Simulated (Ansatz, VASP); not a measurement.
Two plane-wave programs on AlFe

The input INCAR:

```
SYSTEM = AlFe
PREC     = Accurate       ! precision mode
ENCUT    = 520            ! plane-wave cutoff, eV
EDIFF    = 1E-7           ! SCF threshold, eV
ISMEAR   = -1             ! smearing method
SIGMA    = 0.1            ! smearing width, eV
LREAL    = .False.        ! projectors in reciprocal space
LASPH    = .True.         ! aspherical terms in the spheres
NELM     = 150            ! most SCF steps
ALGO     = Normal         ! electronic algorithm
ISIF     = 2              ! what is computed and relaxed
LWAVE    = .False.        ! write WAVECAR
LCHARG   = .False.        ! write CHGCAR
ISPIN    = 2              ! spin polarisation
MAGMOM   = 0 2.4          ! initial moments
LORBIT   = 11             ! projections on sites
LMAXMIX  = 4              ! l up to which the mixer works
GGA      = CA             ! functional
NBANDS   = 16             ! bands
```

KPOINTS

```
regular mesh
0
Gamma
  7 7 7
  0 0 0
```

Contents of POSCAR:

```
AlFe
1.0
    2.9100000000      0.0000000000      0.0000000000
    0.0000000000      2.9100000000      0.0000000000
    0.0000000000      0.0000000000      2.9100000000
Al Fe
1 1
Direct
    0.0008200000      0.0064200000      0.0081700000
    0.4997100000      0.4993182818      0.4953000000
```

Input for Ansatz:

```yaml
crystal:
  lattice:
    - [2.91, 0.0, 0.0]
    - [0.0, 2.91, 0.0]
    - [0.0, 0.0, 2.91]
  atoms:
    - { symbol: Al, position: [0.00082, 0.00642, 0.00817] }
    - { symbol: Fe, position: [0.49971, 0.49931828178694154, 0.4953], spin: 2.4 }
basis:
  ecutwfc: 540.0
  xc_grid: 2
kpoints:
  mp_grid:
    grid: [7, 7, 7]
hamiltonian:
  xc: lda
magnetization:
  spin_polarized: true
scf:
  convergence:
    dr2_threshold: 1.0e-09
  mixing:
    algorithm: anderson
  occupations:
    method: fermi_dirac
output:
  forces: true
  stress: true
```

Alike in both runs: task single point; functional LDA; k mesh 7 × 7 × 7; collinear spin.

|  | VASP | Ansatz |
| --- | --- | --- |
| version | VASP 6.6.1 | Ansatz 0.2.0 |
| potentials or method | VASP PAW LDA potentials, release 64 (Al, Fe), cutoff 520 eV | plane waves, PAW |
| occupations | fermi-dirac, width 0.1 eV | fermi-dirac |
| valence electrons in the cell | 11 | 19 |

VASP gave:

| Quantity | Value |
| --- | --- |
| pressure (GPa) | -15.8 |
| traceless stress, the component that is largest in VASP (GPa) | 0.10 |
| rms of the force components (eV/Å) | 0.156 |
| net moment per atom (μB) | 0.31 |
| size of the moment on the site where the two differ most (μB) | 0.66 |

Q: Which values does Ansatz return?

A: Pressure (GPa): -15.9; traceless stress, the component that is largest in VASP (GPa): 0.10; rms of the force components (eV/Å): 0.155; net moment per atom (μB): 0.34; size of the moment on the site where the two differ most (μB): 0.71.

LDA's correlation is that of Perdew and Zunger in VASP and of Perdew and Wang (1992) in Ansatz. Site moments also hang on the region over which each program counts them. Atom by atom the forces differ by 0.002 eV/Å (rms over components). VASP's potentials hold 11 valence electrons a cell and Ansatz's 19, so a difference there can come from the potentials and not from the codes. Ansatz's warnings: stability check not made, stress scf threshold loose.
